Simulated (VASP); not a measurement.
# KCl (P1) in VASP: single point with PBE

Aim: the single point of KCl with PBE.

All numbers are computed with VASP 6.6.1; they aren't measurements. Logs are shortened: lines on timing, memory, paths and dates and some standing lists are left out, and cuts for length are marked.

### Step 1. The cell of the first run

The typed cell holds 4 atoms: a = 4.511 Å, b = 4.511 Å, c = 7.813 Å, α = 73.22°, β = 73.22°, γ = 60.00°.

### Step 2. Single point, PBE (atoms displaced along several vibrational modes)

The input, INCAR:

```
SYSTEM = KCl
ALGO = Normal
EDIFF = 1E-6
ENCUT = 520
GGA = PE
ISIF = 2
ISMEAR = 0
LASPH = .TRUE.
LCHARG = .FALSE.
LREAL = .FALSE.
LWAVE = .FALSE.
NBANDS = 24
NELM = 100
PREC = Accurate
SIGMA = 0.05
```

The input, KPOINTS:

```
k-points
0
G
  6 6 6
  0 0 0
```

The input, POSCAR:

```
KCl
1.0
    0.0000000000     -3.1897839381     -3.1897839381
   -3.1897839381      0.0000000000     -3.1897839381
    3.1897839381      3.1897839381     -6.3795678762
K Cl
2 2
Direct
   -0.0225466871      0.0374809010     -0.0029348584
    0.5401558378      0.4566493821      0.4970651416
    0.7402893109      0.7532368964      0.7532368964
    0.2402893109      0.2532368964      0.2532368964
```

Potentials or basis: VASP PAW PBE potentials, release 64 (K_sv, Cl).

Run with:

```bash
$ cat potpaw_PBE.64/K_sv/POTCAR potpaw_PBE.64/Cl/POTCAR > POTCAR
$ mpirun -np 1 vasp_std > vasp.out
```

OUTCAR:

```text
SYSTEM = KCl
   EDIFF = 1E-6
   ENCUT = 520
   GGA = PE
   ISIF = 2
   ISMEAR = 0
   LASPH = .TRUE.
   LREAL = .FALSE.
   NELM = 100
   PREC = Accurate

 ion  position               nearest neighbor table
   1  0.977  0.037  0.997-   3 3.06   4 3.16   4 3.17   3 3.21   3 3.22
   2  0.540  0.457  0.497-   4 3.01   3 3.07   4 3.17   3 3.23
   3  0.740  0.753  0.753-   1 3.06   2 3.07   1 3.21   1 3.22   2 3.23
   4  0.240  0.253  0.253-   2 3.01   1 3.16   2 3.17   1 3.17

  LATTYP: Found a trigonal (rhomboedric) cell.
 ALAT       =     7.8133430381
 COS(alpha) =     0.8333333333

  Lattice vectors:

 A1 = (   3.1897839381,   6.3795678762,  -3.1897839381)
 A2 = (   6.3795678762,   3.1897839381,  -3.1897839381)
 A3 = (   3.1897839381,   3.1897839381,  -6.3795678762)

Analysis of symmetry for initial positions (statically):
=====================================================================
 Subroutine PRICEL returns:
 Original cell was already a primitive cell.

 Routine SETGRP: Setting up the symmetry group for a
 trigonal (rhombohedral) supercell.

 Subroutine GETGRP returns: Found  1 space group operations
 (whereof  1 operations were pure point group operations)
 out of a pool of 12 trial point group operations.

The static configuration has the point symmetry C_1 .

Analysis of symmetry for dynamics (positions and initial velocities):
=====================================================================
 Subroutine PRICEL returns:
 Original cell was already a primitive cell.

 Routine SETGRP: Setting up the symmetry group for a
 trigonal (rhombohedral) supercell.

 Subroutine GETGRP returns: Found  1 space group operations
 (whereof  1 operations were pure point group operations)
 out of a pool of 12 trial point group operations.

The dynamic configuration has the point symmetry C_1 .

 Subroutine INISYM returns: Found  1 space group operations
 (whereof  1 operations are pure point group operations),
 and found     1 'primitive' translations

----------------------------------------------------------------------------------------

                                     Primitive cell

  volume of cell :     129.8207

  direct lattice vectors                    reciprocal lattice vectors
     0.000000000 -3.189783938 -3.189783938     0.078375214 -0.235125643 -0.078375214
    -3.189783938  0.000000000 -3.189783938    -0.235125643  0.078375214 -0.078375214
     3.189783938  3.189783938 -6.379567876     0.078375214  0.078375214 -0.078375214

  length of vectors
     4.511035706  4.511035706  7.813343038     0.259941179  0.259941179  0.135749853

  position of ions in fractional coordinates (direct lattice)
     0.977453313  0.037480901  0.997065142
     0.540155838  0.456649382  0.497065142
     0.740289311  0.753236896  0.753236896
     0.240289311  0.253236896  0.253236896

  ion indices of the primitive-cell ions
   primitive index   ion index
                 1           1
                 2           2
                 3           3
                 4           4

----------------------------------------------------------------------------------------

 KPOINTS: k-points

Automatic generation of k-mesh.
 Grid dimensions read from file:
 generate k-points for:    6    6    6

 Generating k-lattice:

  Cartesian coordinates                     Fractional coordinates (reciprocal lattice)
     0.013062536 -0.039187607 -0.013062536     0.166666667  0.000000000  0.000000000
    -0.039187607  0.013062536 -0.013062536     0.000000000  0.166666667  0.000000000
     0.013062536  0.013062536 -0.013062536     0.000000000  0.000000000  0.166666667

  Length of vectors
     0.043323530  0.043323530  0.022624976

  Shift w.r.t. Gamma in fractional coordinates (k-lattice)
     0.000000000  0.000000000  0.000000000

 Subroutine IBZKPT returns following result:
 ===========================================

 Found    112 irreducible k-points:

 Following reciprocal coordinates:
            Coordinates               Weight
  0.000000  0.000000  0.000000      1.000000
  0.166667  0.000000  0.000000      2.000000
  0.000000  0.166667  0.000000      2.000000
 -0.166667 -0.166667 -0.166667      2.000000
  0.333333  0.000000  0.000000      2.000000
  0.000000  0.333333  0.000000      2.000000
[... 16 lines left out ...]
 -0.166667  0.500000  0.000000      2.000000
 -0.333333  0.500000  0.500000      2.000000
 [... further k-points ...]
   k-points           NKPTS =    112   k-points in BZ     NKDIM =    112   number of bands    NBANDS=     24
   number of dos      NEDOS =    301   number of ions     NIONS =      4
   total plane-waves  NPLWV =  77760
   dimension x,y,z NGX =    36 NGY =   36 NGZ =   60
   dimension x,y,z NGXF=    72 NGYF=   72 NGZF=  120
   ions per type =               2   2
   NGX,Y,Z   is equivalent  to a cutoff of  13.27, 13.27, 12.77 a.u.
   NGXF,Y,Z  is equivalent  to a cutoff of  26.53, 26.53, 25.53 a.u.
 SYSTEM =  KCl
   PREC   = accura    normal or accurate (medium, high low for compatibility)
   ISTART =      0    job   : 0-new  1-cont  2-samecut
   ICHARG =      2    charge: 1-file 2-atom 10-const
   ISPIN  =      1    spin polarized calculation?
   LNONCOLLINEAR =      F non collinear calculations
   LSORBIT =      F    spin-orbit coupling
   LASPH  =      T    aspherical Exc in radial PAW
   ENCUT  =  520.0 eV  38.22 Ry    6.18 a.u.   8.39  8.39 14.53*2*pi/ulx,y,z
   NELM   =    100;   NELMIN=  2; NELMDL= -5     # of ELM steps
   EDIFF  = 0.1E-05   stopping-criterion for ELM
   LREAL  =      F    real-space projection
   EDIFFG = 0.1E-04   stopping-criterion for IOM
   NSW    =      0    number of steps for IOM
   IBRION =     -1    ionic relax: 0-MD 1-quasi-New 2-CG
   NFREE  =      0    steps in history (QN), initial steepest desc. (CG)
   ISIF   =      2    stress and relaxation
   ISYM   =      2    0-nonsym 1-usesym 2-fastsym
   POTIM  = 0.5000    time-step for ionic-motion
   TEBEG  =    0.0;   TEEND  =   0.0 temperature during run
   PSTRESS=    0.0 pullay stress
   NELECT =      32.0000    total number of electrons
   NUPDOWN=      -1.0000    fix difference up-down
   EMIN   =  10.00;   EMAX   =-10.00  energy-range for DOS
   EFERMI =   0.00;   METHOD = LEGACY
   ISMEAR =     0;   SIGMA  =   0.05  broadening in eV -4-tet -1-fermi 0-gaus
   EFERMI_NEDOS =   21; number of points for ismear=-14 and -15
   IALGO  =     38    algorithm
   IMIX   =      4    mixing-type and parameters
     AMIX     =   0.40;   BMIX     =  1.00
     AMIX_MAG =   1.60;   BMIX_MAG =  1.00
  volume/ion in A,a.u.               =      32.46       219.02
  Fermi-wavevector in a.u.,A,eV,Ry     =   1.026464  1.939735 14.335473  1.053628
  Thomas-Fermi vector in A             =   2.160358
   LORBIT       =      0    0 simple, 1 ext, 2 COOP (PROOUT), +10 PAW based schemes
   GGA     = PE    functional components
   LHFCALC =     F    Hartree Fock is set to
   AEXX    =    0.0000 exact exchange contribution
   IVDW    =     0    specifies the selected vdW correction
   LEPSILON=     F    determine dielectric tensor
   LRPA    =     F    only Hartree local field effects (RPA)
 non-spin polarized calculation
 Gauss-broadening in eV      SIGMA  =   0.05
  energy-cutoff  :      520.00
  volume of cell :      129.82
 maximum number of plane-waves:      3525
 NGX is ok and might be reduce to    36
   NGX = 17   NGY = 17   NGZ = 29

 number of electron      32.0000002 magnetization

 Free energy of the ion-electron system (eV)
  ---------------------------------------------------
  ext. energy  EPLUGINS =         0.00000000
  ---------------------------------------------------
  free energy    TOTEN  =       -13.58042900 eV

  energy without entropy =      -13.58042900  energy(sigma->0) =      -13.58042900

 E-fermi :  -1.7950     XC(G=0):  -7.3683

 val. band max:       -2.0045701610   @ k =   0.0000   0.0000   0.0000
 cond. band min:       3.0453234367   @ k =   0.0000   0.0000   0.0000
 fundamental gap:      5.0498935977
 Fermi energy:        -1.7950051277

 k-point     1 :       0.0000    0.0000    0.0000
  band No.  band energies     occupation
      1     -29.2949      2.00000
      2     -29.2799      2.00000
      3     -14.2614      2.00000
      4     -14.0868      2.00000
      5     -12.7638      2.00000
      6     -12.7617      2.00000
[... 16 lines left out ...]
     23       7.2025      0.00000
     24       7.2791      0.00000

 k-point     2 :       0.1667    0.0000    0.0000
  band No.  band energies     occupation
      1     -29.2931      2.00000
      2     -29.2788      2.00000
      3     -14.2134      2.00000
      4     -14.1256      2.00000
      5     -12.7934      2.00000
      6     -12.7720      2.00000
[... 16 lines left out ...]
     23       7.4051      0.00000
     24       7.6567      0.00000

 k-point     3 :       0.0000    0.1667    0.0000
  band No.  band energies     occupation
      1     -29.2931      2.00000
      2     -29.2788      2.00000
      3     -14.2131      2.00000
      4     -14.1252      2.00000
      5     -12.7929      2.00000
      6     -12.7697      2.00000
[... 16 lines left out ...]
     23       7.3987      0.00000
     24       7.6796      0.00000
[... 514 lines left out ...]
 k-point    23 :      -0.1667    0.5000    0.0000
  band No.  band energies     occupation
      1     -29.2880      2.00000
      2     -29.2757      2.00000
      3     -14.1517      2.00000
      4     -14.1332      2.00000
      5     -12.8286      2.00000
      6     -12.8092      2.00000
[... 16 lines left out ...]
     23       8.0221      0.00000
     24       8.4784      0.00000

 k-point    24 :      -0.3333    0.5000    0.5000
  band No.  band energies     occupation
      1     -29.2879      2.00000
      2     -29.2758      2.00000
      3     -14.1463      2.00000
      4     -14.1401      2.00000
      5     -12.8233      2.00000
      6     -12.8136      2.00000
[... 16 lines left out ...]
     23       7.8634      0.00000
     24       8.4576      0.00000

 [... further k-points ...]

------------------------ aborting loop because EDIFF is reached ----------------------------------------

  FORCE on cell =-STRESS in cart. coord.  units (eV):
  Direction    XX          YY          ZZ          XY          YZ          ZX
  --------------------------------------------------------------------------------------
  -------------------------------------------------------------------------------------
  Total        0.2757254      0.2817023      0.0206491      0.0593993     -0.0011092     -0.0243729
  in kB        3.4028558      3.4766202      0.2548402      0.7330744     -0.0136890     -0.3007973
  external PRESSURE =       2.3781054 kB  Pullay stress =       0.0000000 kB

 VOLUME and BASIS-vectors are now :
 -----------------------------------------------------------------------------
  energy-cutoff  :      520.00
  volume of cell :      129.82
      direct lattice vectors                 reciprocal lattice vectors
     0.000000000 -3.189783938 -3.189783938     0.078375214 -0.235125643 -0.078375214
    -3.189783938  0.000000000 -3.189783938    -0.235125643  0.078375214 -0.078375214
     3.189783938  3.189783938 -6.379567876     0.078375214  0.078375214 -0.078375214

 POSITION                                       TOTAL-FORCE (eV/Angst)
 -----------------------------------------------------------------------------------
      3.06087      0.06256     -9.59827         0.166077     -0.035768      0.034815
      0.12892     -0.13745     -6.35065        -0.158102      0.225960     -0.033141
      0.00000      0.04130     -9.56935        -0.003852     -0.045154      0.002431
      0.00000      0.04130     -3.18978        -0.004123     -0.145039     -0.004104
 -----------------------------------------------------------------------------------
    total drift:                                0.000268      0.000292      0.000084

  FREE ENERGIE OF THE ION-ELECTRON SYSTEM (eV)
  ---------------------------------------------------
  free  energy   TOTEN  =       -13.5804290035 eV

  energy  without entropy=      -13.5804290035  energy(sigma->0) =      -13.58042900
```

It took 3.2 min on 1 thread of AMD EPYC 9R45 (Zen 5), shared host; peak memory 0.41 GiB.

What came out:

* Free energy: -13.5804 eV
* Pressure: 0.2 GPa
* Largest force: 0.278 eV/Å
* Band gap on the k mesh: 5.05 eV

Forces in eV/Å, atoms in the order of the input:
```
K    0.166 -0.036  0.035
K   -0.158  0.226 -0.033
Cl  -0.004 -0.045  0.002
Cl  -0.004 -0.145 -0.004
```

Caveat: the cell differs from its parent crystal (atoms displaced along several vibrational modes). A k mesh can miss the band edges.
